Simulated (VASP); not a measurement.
# SnTe (Fm-3m) in VASP: settings compared

The runs below take SnTe through single point, relaxation of cell and atoms, with PBE0, RPBE.

All numbers are computed with VASP 6.6.1; they aren't measurements. Logs are shortened: lines on timing, memory, paths and dates and some standing lists are left out, and cuts for length are marked.

## Step 1: The cell of the first run

It takes space group Fm-3m (No. 225, cubic). Conventional cell: a = 6.425 Å, b = 6.425 Å, c = 6.425 Å, α = 90.00°, β = 90.00°, γ = 90.00°. Te (site symmetry m-3m) has 6 Sn at 3.21 Å within 4.2 Å. Sn (site symmetry m-3m) has 6 Te at 3.21 Å within 4.2 Å.

## Step 2: Single point, PBE0

Input file POSCAR:

```
SnTe
1.0
    0.0000000000      3.2126470615      3.2126470615
    3.2126470615      0.0000000000      3.2126470615
    3.2126470615      3.2126470615      0.0000000000
Te Sn
1 1
Direct
    0.5000000000      0.5000000000      0.5000000000
    0.0000000000      0.0000000000      0.0000000000
```

Input file INCAR.step1:

```
PREC = Accurate ; ENCUT = 520
EDIFF = 1E-5 ; ISMEAR = -1
SIGMA = 0.05 ; LREAL = F
LASPH = T ; NELM = 100
ALGO = Normal ; ISIF = 2
LWAVE = T ; LCHARG = F
NBANDS = 17 ; GGA = PE
```

Input file INCAR.step2:

```
PREC = Accurate ; ENCUT = 520
EDIFF = 1E-7 ; ISMEAR = -1
SIGMA = 0.05 ; LREAL = F
LASPH = T ; NELM = 100
ALGO = Normal ; ISIF = 2
LWAVE = F ; LCHARG = F
GGA = PE ; LHFCALC = T
AEXX = 0.25 ; PRECFOCK = Normal
NBANDS = 17 ; ISTART = 1
```

Input file KPOINTS:

```
Automatic mesh
0
Gamma
  4 4 4
```

Potentials or basis: VASP PAW PBE potentials, release 64 (Te, Sn_d).

The run is started by

```console
cat potpaw_PBE.64/Te/POTCAR potpaw_PBE.64/Sn_d/POTCAR > POTCAR
cp INCAR.step1 INCAR
mpirun -np 1 vasp_std > vasp.out
cp INCAR.step2 INCAR
mpirun -np 1 vasp_std > vasp.out
```

OUTCAR:

```text
PREC = Accurate
   ENCUT = 520
   EDIFF = 1E-7
   ISMEAR = -1
   LREAL = F
   LASPH = T
   NELM = 100
   ISIF = 2
   GGA = PE
   LHFCALC = T
   AEXX = 0.25
   PRECFOCK = Normal
   ISTART = 1

 ion  position               nearest neighbor table
   1  0.500  0.500  0.500-   2 3.21   2 3.21   2 3.21   2 3.21   2 3.21   2 3.21
   2  0.000  0.000  0.000-   1 3.21   1 3.21   1 3.21   1 3.21   1 3.21   1 3.21

  LATTYP: Found a face centered cubic cell.
 ALAT       =     6.4252941230

  Lattice vectors:

 A1 = (   0.0000000000,   3.2126470615,   3.2126470615)
 A2 = (   3.2126470615,   0.0000000000,   3.2126470615)
 A3 = (   3.2126470615,   3.2126470615,   0.0000000000)

Analysis of symmetry for initial positions (statically):
[... 33 lines left out ...]
                                     Primitive cell

  volume of cell :      66.3161

  direct lattice vectors                    reciprocal lattice vectors
     0.000000000  3.212647061  3.212647061    -0.155634899  0.155634899  0.155634899
     3.212647061  0.000000000  3.212647061     0.155634899 -0.155634899  0.155634899
     3.212647061  3.212647061  0.000000000     0.155634899  0.155634899 -0.155634899

  length of vectors
     4.543369045  4.543369045  4.543369045     0.269567552  0.269567552  0.269567552

  position of ions in fractional coordinates (direct lattice)
     0.500000000  0.500000000  0.500000000
     0.000000000  0.000000000  0.000000000

  ion indices of the primitive-cell ions
   primitive index   ion index
                 1           1
                 2           2

----------------------------------------------------------------------------------------

 KPOINTS: Automatic mesh

Automatic generation of k-mesh.
 Grid dimensions read from file:
 generate k-points for:    4    4    4

 Generating k-lattice:

  Cartesian coordinates                     Fractional coordinates (reciprocal lattice)
    -0.038908725  0.038908725  0.038908725     0.250000000  0.000000000  0.000000000
     0.038908725 -0.038908725  0.038908725     0.000000000  0.250000000  0.000000000
     0.038908725  0.038908725 -0.038908725     0.000000000  0.000000000  0.250000000

  Length of vectors
     0.067391888  0.067391888  0.067391888

[... 35 lines left out ...]
   NELM   =    100;   NELMIN=  2; NELMDL=  0     # of ELM steps
   EDIFF  = 0.1E-06   stopping-criterion for ELM
   LREAL  =      F    real-space projection
   EDIFFG = 0.1E-05   stopping-criterion for IOM
   NSW    =      0    number of steps for IOM
   IBRION =     -1    ionic relax: 0-MD 1-quasi-New 2-CG
   NFREE  =      0    steps in history (QN), initial steepest desc. (CG)
   ISIF   =      2    stress and relaxation
   ISYM   =      3    0-nonsym 1-usesym 2-fastsym
   POTIM  = 0.5000    time-step for ionic-motion
   TEBEG  =    0.0;   TEEND  =   0.0 temperature during run
   PSTRESS=    0.0 pullay stress
   NELECT =      20.0000    total number of electrons
   NUPDOWN=      -1.0000    fix difference up-down
   EMIN   =  10.00;   EMAX   =-10.00  energy-range for DOS
   EFERMI =   0.00;   METHOD = LEGACY
   ISMEAR =    -1;   SIGMA  =   0.05  broadening in eV -4-tet -1-fermi 0-gaus
   EFERMI_NEDOS =   21; number of points for ismear=-14 and -15
   IALGO  =     38    algorithm
   IMIX   =      1    mixing-type and parameters
     AMIX     =   0.40;   BMIX     =  1.00
     AMIX_MAG =   1.60;   BMIX_MAG =  1.00
  volume/ion in A,a.u.               =      33.16       223.76
  Fermi-wavevector in a.u.,A,eV,Ry     =   1.097855  2.074646 16.398918  1.205287
  Thomas-Fermi vector in A             =   2.234223
   LORBIT       =      0    0 simple, 1 ext, 2 COOP (PROOUT), +10 PAW based schemes
   GGA     = PE    functional components
   LHFCALC =     T    Hartree Fock is set to
   PRECFOCK=normal    Normal, Fast or Accurate (Low or Medium for compatibility)
   ENCUT4O =  -1.0   cutoff for four orbital integrals eV
   NKREDX  =     1    reduce k-point grid by
   NKREDY  =     1    reduce k-point grid by
   NKREDZ  =     1    reduce k-point grid by
   AEXX    =    0.2500 exact exchange contribution
   HFSCREEN=    0.0000 screening length (either q_TF or 0.3 A-1)
   HFSCREENC=   0.0000 screening length for correlation (either q_TF or 0.3 A-1)
   ENCUTFOCK=  -1.0 apply spherical cutoff to Coloumb kernel
   IVDW    =     0    specifies the selected vdW correction
   LEPSILON=     F    determine dielectric tensor
   LRPA    =     F    only Hartree local field effects (RPA)
 non-spin polarized calculation
  energy-cutoff  :      520.00
  volume of cell :       66.32
 maximum number of plane-waves:      1812
 NGX is ok and might be reduce to    36
  NGX = 28; NGY = 28; NGZ = 28

 number of electron      20.0000006 magnetization

 Free energy of the ion-electron system (eV)
  ---------------------------------------------------
  ext. energy  EPLUGINS =         0.00000000
  ---------------------------------------------------
  free energy    TOTEN  =       -10.03547109 eV

  energy without entropy =      -10.03545759  energy(sigma->0) =      -10.03546434

 E-fermi :   6.2098     XC(G=0):  -7.3317

 val. band max:        5.7523764393   @ k =   0.5000   0.0000   0.0000
 cond. band min:       6.6672260846   @ k =   0.5000   0.0000   0.0000
 fundamental gap:      0.9148496453
 Fermi energy:         6.2097935705

 k-point     1 :       0.0000    0.0000    0.0000
  band No.  band energies     occupation
      1     -18.5885      2.00000
      2     -18.5885      2.00000
      3     -18.5796      2.00000
      4     -18.5796      2.00000
      5     -18.5796      2.00000
      6      -8.0889      2.00000
[... 137 lines left out ...]
      4     -18.5770      2.00000
      5     -18.5712      2.00000
      6      -6.3991      2.00000
[... 9 lines left out ...]
     16      17.2660      0.00000
     17      17.9095      0.00000

------------------------ aborting loop because EDIFF is reached ----------------------------------------

  FORCE on cell =-STRESS in cart. coord.  units (eV):
  Direction    XX          YY          ZZ          XY          YZ          ZX
  --------------------------------------------------------------------------------------
  -------------------------------------------------------------------------------------
  Total       -0.6208369     -0.6208369     -0.6208369     -0.0000000      0.0000000     -0.0000000
  in kB      -14.9992336    -14.9992336    -14.9992336     -0.0000000      0.0000000     -0.0000000
  external PRESSURE =     -14.9992336 kB  Pullay stress =       0.0000000 kB

 VOLUME and BASIS-vectors are now :
 -----------------------------------------------------------------------------
  energy-cutoff  :      520.00
  volume of cell :       66.32
      direct lattice vectors                 reciprocal lattice vectors
     0.000000000  3.212647061  3.212647061    -0.155634899  0.155634899  0.155634899
     3.212647061  0.000000000  3.212647061     0.155634899 -0.155634899  0.155634899
     3.212647061  3.212647061  0.000000000     0.155634899  0.155634899 -0.155634899

 POSITION                                       TOTAL-FORCE (eV/Angst)
 -----------------------------------------------------------------------------------
      3.21265      3.21265      3.21265         0.000000     -0.000000      0.000000
      0.00000      0.00000      0.00000        -0.000000      0.000000      0.000000
 -----------------------------------------------------------------------------------
    total drift:                               -0.000000      0.000000      0.000000

  FREE ENERGIE OF THE ION-ELECTRON SYSTEM (eV)
  ---------------------------------------------------
  free  energy   TOTEN  =       -10.0354710921 eV

  energy  without entropy=      -10.0354575947  energy(sigma->0) =      -10.03546434
```

Wall time 17 min (1 thread of Intel Xeon Platinum 8488C (Sapphire Rapids), shared host); peak memory 0.21 GiB.

Results:

| Item | Value |
| --- | --- |
| Free energy | -10.0355 eV |
| Pressure | -1.5 GPa |
| Band gap on the k mesh | 0.91 eV, direct |

Caveat: the k points lie up to 0.42 Å⁻¹ apart; the PAW data sets were made with another functional, which shifts forces and pressure a little; spin-orbit coupling is left out, which moves the levels of the heavy elements.

## Step 3: Relaxation of cell and atoms, RPBE

This run uses another cell than the first one, of 31.28 Å³/atom, 0.943 times its volume.

Input file INCAR:

```
SYSTEM = SnTe
PREC = Accurate
ENCUT = 600
EDIFF = 1E-6
ISMEAR = -1
SIGMA = 0.05
LREAL = .False.
LASPH = .True.
NELM = 100
ALGO = Normal
ISIF = 3
LWAVE = .False.
LCHARG = .False.
GGA = RP
IBRION = 2
NSW = 60
EDIFFG = -0.01
```

Input file KPOINTS:

```
Automatic mesh
0
Gamma
  7 7 7
  0 0 0
```

Input file POSCAR:

```
SnTe
1.0
    0.0000000000      3.1508500000      3.1508500000
    3.1508500000      0.0000000000      3.1508500000
    3.1508500000      3.1508500000      0.0000000000
Te Sn
1 1
Direct
    0.5000000000      0.5000000000      0.5000000000
    0.0000000000      0.0000000000      0.0000000000
```

Potentials or basis: VASP PAW PBE potentials, release 64 (Te, Sn_d).

The run is started by

```console
cat potpaw_PBE.64/Te/POTCAR potpaw_PBE.64/Sn_d/POTCAR > POTCAR
mpirun -np 1 vasp_std > vasp.out
```

OUTCAR:

```text
SYSTEM = SnTe
   PREC = Accurate
   ENCUT = 600
   EDIFF = 1E-6
   ISMEAR = -1
   LREAL = .False.
   LASPH = .True.
   NELM = 100
   ISIF = 3
   GGA = RP
   IBRION = 2
   NSW = 60
   EDIFFG = -0.01

 ion  position               nearest neighbor table
   1  0.500  0.500  0.500-   2 3.15   2 3.15   2 3.15   2 3.15   2 3.15   2 3.15
   2  0.000  0.000  0.000-   1 3.15   1 3.15   1 3.15   1 3.15   1 3.15   1 3.15

  LATTYP: Found a face centered cubic cell.
 ALAT       =     6.3017000000

  Lattice vectors:

 A1 = (   0.0000000000,   3.1508500000,   3.1508500000)
 A2 = (   3.1508500000,   0.0000000000,   3.1508500000)
 A3 = (   3.1508500000,   3.1508500000,   0.0000000000)

[... 177 lines left out ...]
  Total        1.4259215      1.4259215      1.4259215      0.0000000      0.0000000     -0.0000000
  in kB       36.5168263     36.5168263     36.5168263      0.0000000      0.0000000     -0.0000000
  external PRESSURE =      36.5168263 kB  Pullay stress =       0.0000000 kB
[... 59 lines left out ...]
--------------------------------------- Ionic step        3  -------------------------------------------

 number of electron      20.0000003 magnetization

 Free energy of the ion-electron system (eV)
  ---------------------------------------------------
  ext. energy  EPLUGINS =         0.00000000
  ---------------------------------------------------
  free energy    TOTEN  =        -6.87737924 eV

  energy without entropy =       -6.87733512  energy(sigma->0) =       -6.87735718

 E-fermi :   6.1221     XC(G=0):  -9.0068

 val. band max:        5.7792400545   @ k =   0.4286   0.0000   0.0000
 cond. band min:       6.4710779196   @ k =   0.4286   0.0000   0.0000
 fundamental gap:      0.6918378651
 Fermi energy:         6.1220685460

 k-point     1 :       0.0000    0.0000    0.0000
  band No.  band energies     occupation
      1     -15.8979      2.00000
      2     -15.8979      2.00000
      3     -15.8979      2.00000
      4     -15.8970      2.00000
      5     -15.8970      2.00000
      6      -6.1332      2.00000
      7       1.1338      2.00000
      8       4.1307      2.00000
      9       4.1307      2.00000
     10       4.1307      2.00000
     11       9.2634      0.00000
     12       9.2634      0.00000
     13       9.2634      0.00000
     14      10.9731      0.00000
[... 350 lines left out ...]
  FREE ENERGIE OF THE ION-ELECTRON SYSTEM (eV)
  ---------------------------------------------------
  free  energy   TOTEN  =        -6.8773792413 eV

  energy  without entropy=       -6.8773351242  energy(sigma->0) =       -6.87735718

 reached required accuracy - stopping structural energy minimisation
```

OSZICAR:

```text
N       E                     dE             d eps       ncg     rms          rms(c)
DAV:   1     0.129469145009E+03    0.12947E+03   -0.10587E+04   560   0.185E+03
DAV:   2     0.417341158885E+01   -0.12530E+03   -0.12221E+03   596   0.389E+02
DAV:   3    -0.655509253305E+01   -0.10729E+02   -0.10495E+02   728   0.991E+01
[... 27 lines left out ...]
DAV:   3    -0.687773065093E+01    0.10224E-01   -0.31865E-02   686   0.270E+00    0.119E-01
DAV:   4    -0.687750175289E+01    0.22890E-03   -0.79895E-04   606   0.303E-01    0.101E-01
DAV:   5    -0.687737959977E+01    0.12215E-03   -0.13878E-04   704   0.940E-02    0.230E-02
DAV:   6    -0.687737912483E+01    0.47494E-06   -0.13826E-05   680   0.603E-02    0.419E-03
DAV:   7    -0.687737924133E+01   -0.11650E-06   -0.82079E-07   402   0.868E-03
   3 F= -.68773792E+01 E0= -.68773572E+01  d E =-.578028E-01
```

CONTCAR:

```text
SnTe
   1.00000000000000
     0.0000000000000000    3.2398677635899715    3.2398677635899715
     3.2398677635899715    0.0000000000000000    3.2398677635899715
     3.2398677635899715    3.2398677635899715    0.0000000000000000
  Te              Sn
     1     1
Direct
     0.5000000000000000    0.5000000000000000    0.5000000000000000
     0.0000000000000000    0.0000000000000000    0.0000000000000000

  0.00000000E+00  0.00000000E+00  0.00000000E+00
  0.00000000E+00  0.00000000E+00  0.00000000E+00
```

It took 53 s on 1 thread of Intel Xeon 6975P-C, shared host; peak memory 0.23 GiB.

What came out:

```yaml
Free_energy: -6.8774 eV
Relaxed_volume: 34.01 Å³/atom
Relaxed_cell: a = 4.582 Å, b = 4.582 Å, c = 4.582 Å, α = 60.00°, β = 60.00°, γ = 60.00°
Space_group_after_relaxing_to_0.05_Å: Fm-3m (No. 225)
Energy_gained_by_relaxing: 28.9 meV/atom
Ionic_steps: 3
Pressure_after_relaxing: 0.0 GPa
```

Step by step:
| step | energy change (eV) | largest force (eV/Å) | pressure (GPa) | volume (Å³) |
| --- | --- | --- | --- | --- |
| 1 | 0.0000 | 0.0000 | 3.65 | 62.56 |
| 2 | -0.0555 | 0.0000 | -0.61 | 69.24 |
| 3 | -0.0578 | 0.0000 | 0.00 | 68.02 |

Final structure:
```yaml
crystal:
  lattice:
    - [0.00000, 3.23987, 3.23987]
    - [3.23987, 0.00000, 3.23987]
    - [3.23987, 3.23987, 0.00000]
  atoms:
    - { symbol: Te, position: [0.50000, 0.50000, 0.50000] }
    - { symbol: Sn, position: [0.00000, 0.00000, 0.00000] }
```

Caveat: this odd mesh misses L, where the gap lies, so gap, dielectric constants and Born charges aren't listed; the PAW data sets were made with another functional, which shifts forces and pressure a little; spin-orbit coupling is left out, which moves the levels of the heavy elements. Zero-point motion and thermal expansion aren't in these numbers.
